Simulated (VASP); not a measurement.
# Li (P1) in VASP: a series of runs

Li is run at these levels: LDA; tasks: single point.

Program: VASP 6.6.1. These are calculated values, not measurements. Logs are shortened: lines on timing, memory, paths and dates and some standing lists are left out, and cuts for length are marked.

**1. The cell of the first run**

The typed cell holds 16 atoms: a = 7.094 Å, b = 7.094 Å, c = 7.094 Å, α = 90.00°, β = 90.00°, γ = 90.00°.

**2. Single point, LDA**

The input, INCAR:

```
SYSTEM = Li
PREC = Accurate
ENCUT = 520
EDIFF = 1E-6
ISMEAR = -1
SIGMA = 0.16
LREAL = Auto
LASPH = .True.
NELM = 60
ALGO = Normal
ISIF = 2
LWAVE = .False.
LCHARG = .False.
NBANDS = 38
```

The input, KPOINTS:

```
regular mesh
0
Gamma
  2 2 2
  0 0 0
```

The input, POSCAR:

```
Li
1.0
    7.0944470000      0.0000000000      0.0000000000
    0.0000000000      7.0944470000      0.0000000000
    0.0000000000      0.0000000000      7.0944470000
Li
16
Direct
   -0.1223351165      0.1829599967      0.0036930292
    0.2009458947     -0.6089551448      0.2108691488
   -0.4005386184      0.8564021974      0.5042958246
    0.3374752112     -0.2801345898      0.2169725139
   -0.3227312855     -0.0806687258      0.1418574274
    0.2608800940     -0.0378887882      0.5448768593
    0.5055785180      1.1741577603      0.7238760118
    0.9561703682      0.1778997010      0.5195471895
   -0.2014956204      0.6025275825      0.3703882769
    0.4428534035      0.6658729003     -0.2562567597
    0.4622347591      0.1082395851      0.2703804821
    0.8406152023      0.9302063995      0.8083646266
    0.5886293886      0.4683804108      0.0905778844
    0.2544102451      0.0914236162      0.9686872000
    0.0909161771      1.4446228156      0.6761908292
    0.9851366851      0.6360749471      1.0488202956
```

Potentials or basis: VASP PAW LDA potentials, release 64 (Li_sv).

Launch:

```
> cat potpaw_LDA.64/Li_sv/POTCAR > POTCAR
> mpirun -np 1 vasp_std > vasp.out
```

OUTCAR:

```text
SYSTEM = Li
   PREC = Accurate
   ENCUT = 520
   EDIFF = 1E-6
   ISMEAR = -1
   LREAL = Auto
   LASPH = .True.
   NELM = 60
   ISIF = 2

 ion  position               nearest neighbor table
   1  0.878  0.183  0.004-  12 2.28   5 2.55
   2  0.201  0.391  0.211-   4 2.53  16 2.59
   3  0.599  0.856  0.504-  10 2.44   9 2.48   6 2.53
   4  0.337  0.720  0.217-   2 2.53
   5  0.677  0.919  0.142-  11 2.23   1 2.55
   6  0.261  0.962  0.545-   3 2.53
   7  0.506  0.174  0.724-  14 2.56
   8  0.956  0.178  0.520-  15 2.39
   9  0.799  0.603  0.370-   3 2.48
  10  0.443  0.666  0.744-   3 2.44
  11  0.462  0.108  0.270-   5 2.23  14 2.60
  12  0.841  0.930  0.808-   1 2.28
  13  0.589  0.468  0.091-
  14  0.254  0.091  0.969-   7 2.56  11 2.60
  15  0.091  0.445  0.676-   8 2.39
  16  0.985  0.636  0.049-   2 2.59

  LATTYP: Found a simple cubic cell.
 ALAT       =     7.0944470000

  Lattice vectors:

 A1 = (   7.0944470000,   0.0000000000,   0.0000000000)
 A2 = (   0.0000000000,   7.0944470000,   0.0000000000)
 A3 = (   0.0000000000,   0.0000000000,   7.0944470000)

Analysis of symmetry for initial positions (statically):
=====================================================================
 Subroutine PRICEL returns:
 Original cell was already a primitive cell.

 Routine SETGRP: Setting up the symmetry group for a
 simple cubic supercell.

 Subroutine GETGRP returns: Found  1 space group operations
 (whereof  1 operations were pure point group operations)
 out of a pool of 48 trial point group operations.

The static configuration has the point symmetry C_1 .

Analysis of symmetry for dynamics (positions and initial velocities):
=====================================================================
 Subroutine PRICEL returns:
 Original cell was already a primitive cell.

 Routine SETGRP: Setting up the symmetry group for a
 simple cubic supercell.

 Subroutine GETGRP returns: Found  1 space group operations
 (whereof  1 operations were pure point group operations)
 out of a pool of 48 trial point group operations.

The dynamic configuration has the point symmetry C_1 .

 Subroutine INISYM returns: Found  1 space group operations
 (whereof  1 operations are pure point group operations),
 and found     1 'primitive' translations

[... 108 lines left out ...]
   NSW    =      0    number of steps for IOM
   IBRION =     -1    ionic relax: 0-MD 1-quasi-New 2-CG
   NFREE  =      0    steps in history (QN), initial steepest desc. (CG)
   ISIF   =      2    stress and relaxation
   ISYM   =      2    0-nonsym 1-usesym 2-fastsym
   POTIM  = 0.5000    time-step for ionic-motion
   TEBEG  =    0.0;   TEEND  =   0.0 temperature during run
   PSTRESS=    0.0 pullay stress
   NELECT =      48.0000    total number of electrons
   NUPDOWN=      -1.0000    fix difference up-down
   EMIN   =  10.00;   EMAX   =-10.00  energy-range for DOS
   EFERMI =   0.00;   METHOD = LEGACY
   ISMEAR =    -1;   SIGMA  =   0.16  broadening in eV -4-tet -1-fermi 0-gaus
   EFERMI_NEDOS =   21; number of points for ismear=-14 and -15
   IALGO  =     38    algorithm
   IMIX   =      4    mixing-type and parameters
     AMIX     =   0.40;   BMIX     =  1.00
     AMIX_MAG =   1.60;   BMIX_MAG =  1.00
  volume/ion in A,a.u.               =      22.32       150.60
  Fermi-wavevector in a.u.,A,eV,Ry     =   0.838629  1.584780  9.568965  0.703299
  Thomas-Fermi vector in A             =   1.952715
   LORBIT       =      0    0 simple, 1 ext, 2 COOP (PROOUT), +10 PAW based schemes
   GGA     = CA    functional components
   LHFCALC =     F    Hartree Fock is set to
   AEXX    =    0.0000 exact exchange contribution
   IVDW    =     0    specifies the selected vdW correction
   LEPSILON=     F    determine dielectric tensor
   LRPA    =     F    only Hartree local field effects (RPA)
 non-spin polarized calculation
  energy-cutoff  :      520.00
  volume of cell :      357.07
 maximum number of plane-waves:      9771
 NGX is ok and might be reduce to    54
   NGX = 27   NGY = 27   NGZ = 27

 number of electron      48.0000011 magnetization

 Free energy of the ion-electron system (eV)
  ---------------------------------------------------
  ext. energy  EPLUGINS =         0.00000000
  ---------------------------------------------------
  free energy    TOTEN  =       -28.88667678 eV

  energy without entropy =      -28.18094734  energy(sigma->0) =      -28.53381206

 E-fermi :   0.1605     XC(G=0):  -6.8378

 val. band max:        0.1197374620   @ k =   0.5000   0.5000   0.0000
 cond. band min:       0.1730460306   @ k =   0.5000   0.0000   0.5000
 fundamental gap:      0.0533085685
 Fermi energy:         0.1604639910

 k-point     1 :       0.0000    0.0000    0.0000
  band No.  band energies     occupation
      1     -46.1087      2.00000
      2     -46.0052      2.00000
      3     -45.9280      2.00000
      4     -45.8010      2.00000
      5     -45.6936      2.00000
      6     -45.6766      2.00000
[... 301 lines left out ...]
     35       3.2734      0.00000
     36       3.2787      0.00000
 [bands above 36 left out]

------------------------ aborting loop because EDIFF is reached ----------------------------------------

  FORCE on cell =-STRESS in cart. coord.  units (eV):
  Direction    XX          YY          ZZ          XY          YZ          ZX
  --------------------------------------------------------------------------------------
  -------------------------------------------------------------------------------------
  Total        0.5661679      2.0496106     -0.7835979     -0.7096534      0.8159747     -1.0054973
  in kB        2.5403886      9.1965789     -3.5159945     -3.1842066      3.6612689     -4.5116545
  external PRESSURE =       2.7403243 kB  Pullay stress =       0.0000000 kB

 VOLUME and BASIS-vectors are now :
 -----------------------------------------------------------------------------
  energy-cutoff  :      520.00
  volume of cell :      357.07
      direct lattice vectors                 reciprocal lattice vectors
     7.094447000  0.000000000  0.000000000     0.140955313  0.000000000  0.000000000
     0.000000000  7.094447000  0.000000000     0.000000000  0.140955313  0.000000000
     0.000000000  0.000000000  7.094447000     0.000000000  0.000000000  0.140955313

 POSITION                                       TOTAL-FORCE (eV/Angst)
 -----------------------------------------------------------------------------------
      6.22655      1.29800      0.02620         0.164187      1.029668      0.427458
      1.42560      2.77425      1.49600        -0.148352     -0.451684      0.366765
      4.25285      6.07570      3.57770         0.437235      0.219333     -0.036303
      2.39420      5.10705      1.53930        -0.011833      0.483773      0.129518
      4.80485      6.52215      1.00640         0.225421     -0.650883     -0.331919
      1.85080      6.82565      3.86560        -0.781473     -0.274431      0.024946
[... 8 lines left out ...]
      0.64500      3.15435      4.79720         0.295276      0.386556      0.352145
      6.98900      4.51260      0.34635        -0.076625      0.279564     -0.427761
 -----------------------------------------------------------------------------------
    total drift:                                0.001228      0.002411      0.001830

  FREE ENERGIE OF THE ION-ELECTRON SYSTEM (eV)
  ---------------------------------------------------
  free  energy   TOTEN  =       -28.8866767799 eV

  energy  without entropy=      -28.1809473442  energy(sigma->0) =      -28.53381206
```

OSZICAR:

```text
N       E                     dE             d eps       ncg     rms          rms(c)
DAV:   1     0.279869250859E+03    0.27987E+03   -0.21474E+04   616   0.123E+03
DAV:   2     0.471318725778E+02   -0.23274E+03   -0.21728E+03   624   0.336E+02
DAV:   3    -0.128213509685E+02   -0.59953E+02   -0.58122E+02  1134   0.832E+01
DAV:   4    -0.269203503234E+02   -0.14099E+02   -0.13760E+02  1016   0.668E+01
DAV:   5    -0.300577339216E+02   -0.31374E+01   -0.31349E+01  1088   0.201E+01    0.323E+00
DAV:   6    -0.290138230628E+02    0.10439E+01   -0.19583E+00   808   0.611E+00    0.136E+00
DAV:   7    -0.288959507089E+02    0.11787E+00   -0.60638E-01   976   0.256E+00    0.481E-01
DAV:   8    -0.288880381495E+02    0.79126E-02   -0.98769E-02   912   0.127E+00    0.243E-01
DAV:   9    -0.288866499532E+02    0.13882E-02   -0.15125E-02   936   0.471E-01    0.123E-01
DAV:  10    -0.288866557402E+02   -0.57870E-05   -0.23005E-03   904   0.202E-01    0.502E-02
DAV:  11    -0.288866733401E+02   -0.17600E-04   -0.32187E-04   952   0.845E-02    0.180E-02
DAV:  12    -0.288866763162E+02   -0.29760E-05   -0.68537E-05   984   0.421E-02    0.757E-03
DAV:  13    -0.288866767799E+02   -0.46367E-06   -0.86323E-06   960   0.184E-02
   1 F= -.28886677E+02 E0= -.28533812E+02  d E =-.705729E+00
```

It took 1.7 min on 1 thread of Intel Xeon Platinum 8488C (Sapphire Rapids), shared host; peak memory 0.3 GiB.

Results:

```yaml
Free_energy: -28.8867 eV
Largest_force: 1.127 eV/Å
Band_gap_on_the_k_mesh: zero (band 24 reaches 0.52 eV, above the bottom of band 25 at -0.11 eV)
```

Forces in eV/Å, atoms in the order of the input:
```
Li   0.164  1.030  0.427
Li  -0.148 -0.452  0.367
Li   0.437  0.219 -0.036
Li  -0.012  0.484  0.130
Li   0.225 -0.651 -0.332
Li  -0.781 -0.274  0.025
Li   0.459  0.441  0.017
Li  -0.598 -0.362 -0.647
Li   0.296 -0.364  0.342
Li  -0.091 -0.206  0.594
Li  -0.095  0.899  0.395
Li   0.058 -0.793 -0.653
Li   0.076 -0.240 -0.316
Li  -0.208 -0.396 -0.237
Li   0.295  0.387  0.352
Li  -0.077  0.280 -0.428
```

Caveat: the k points lie up to 0.44 Å⁻¹ apart; the cutoff is under 1.25 times the usual one of these potentials, so pressure, stress and relaxed cells hold a basis-set (Pulay) error; forces of over 1 eV/Å act on the atoms, so gaps and moduli don't describe the material at rest.

**3. Single point, LDA**

The input, INCAR:

```
SYSTEM = Li
PREC = Accurate
ENCUT = 520
EDIFF = 1E-7
ISMEAR = -1
SIGMA = 0.16
LREAL = Auto
LASPH = .TRUE.
NELM = 100
ALGO = Normal
ISIF = 2
LWAVE = .FALSE.
LCHARG = .FALSE.
NBANDS = 38
```

The input, KPOINTS:

```
Automatic mesh
0
G
  2 2 2
  0 0 0
```

The input, POSCAR:

```
Li
1.0
    7.0944470000      0.0000000000      0.0000000000
    0.0000000000      7.0944470000      0.0000000000
    0.0000000000      0.0000000000      7.0944470000
Li
16
Direct
   -0.0367611457      0.3035472673     -0.0045387611
    0.1159780318     -0.4958807924      0.4008910067
   -0.4716364785      0.7925494404      0.5163897905
    0.2511541773     -0.2351275582      0.2221455739
   -0.2679137641     -0.0792873638      0.1670461419
    0.2035535680     -0.1579968107      0.5637789668
    0.5554344123      1.1032572377      0.8954609147
    0.8949675711      0.1012341061      0.4271227905
   -0.2917493076      0.4278698537      0.6630960806
    0.4761188575      0.6951070323     -0.1032920536
    0.4018354073      0.2488002236      0.4044430806
    0.8251805955      0.7773121711      0.7609472592
    0.6305917854      0.5083835287      0.2244149544
    0.2058652352      0.0292623231      0.9208046801
    0.2322661654      1.4463283749      0.7644711420
    1.0144835813      0.7071446161      1.0559808256
```

Potentials or basis: VASP PAW LDA potentials, release 64 (Li_sv).

Launch:

```
> cat potpaw_LDA.64/Li_sv/POTCAR > POTCAR
> mpirun -np 1 vasp_std > vasp.out
```

Wall time 2.3 min (1 thread of Intel Xeon Platinum 8488C (Sapphire Rapids), shared host); peak memory 0.27 GiB.

It converged, with:

- Free energy: -29.7241 eV
- Largest force: 1.389 eV/Å
- Band gap on the k mesh: zero (band 24 reaches 0.64 eV, above the bottom of band 25 at -0.10 eV)

Forces in eV/Å, atoms in the order of the input:
```
Li  -0.386  0.030  0.281
Li  -0.604 -0.300  0.087
Li   0.458 -0.021 -0.187
Li   1.262  0.580 -0.012
Li  -0.217 -0.156 -0.010
Li  -0.602  0.292  0.629
Li   0.242  0.220 -0.270
Li   0.254  0.180  0.286
Li   0.050 -0.132 -0.069
Li  -0.138 -0.019  0.198
Li   0.019 -0.493 -0.010
Li   0.363  0.309 -0.184
Li   0.187  0.020 -0.151
Li  -0.236 -0.132 -0.031
Li   0.110  0.077 -0.032
Li  -0.762 -0.454 -0.527
```

Levels at points of the mesh, in eV from the Fermi level:
```csv
k point,band 22,band 23,band 24,band 25,band 26,band 27
"(0.00, 0.00, 0.00)",-0.90,-0.81,0.45,0.49,0.68,0.83
"(0.50, 0.00, 0.00)",-0.47,-0.40,-0.39,-0.29,-0.20,1.28
"(0.00, 0.50, 0.00)",-0.46,-0.41,-0.24,-0.19,0.03,0.95
"(0.00, 0.00, 0.50)",-0.47,-0.46,-0.31,-0.23,-0.23,1.15
"(0.50, 0.50, 0.00)",-0.24,-0.12,0.05,0.27,0.34,0.44
"(0.00, 0.50, 0.50)",-0.29,-0.10,0.09,0.15,0.46,0.54
"(0.50, 0.00, 0.50)",-0.24,-0.08,-0.01,0.33,0.43,0.64
"(0.50, 0.50, 0.50)",-1.42,-1.31,-1.30,1.43,1.78,2.01
```

Caveat: the k points lie up to 0.44 Å⁻¹ apart; the cutoff is under 1.25 times the usual one of these potentials, so pressure, stress and relaxed cells hold a basis-set (Pulay) error; forces of over 1 eV/Å act on the atoms, so gaps and moduli don't describe the material at rest.
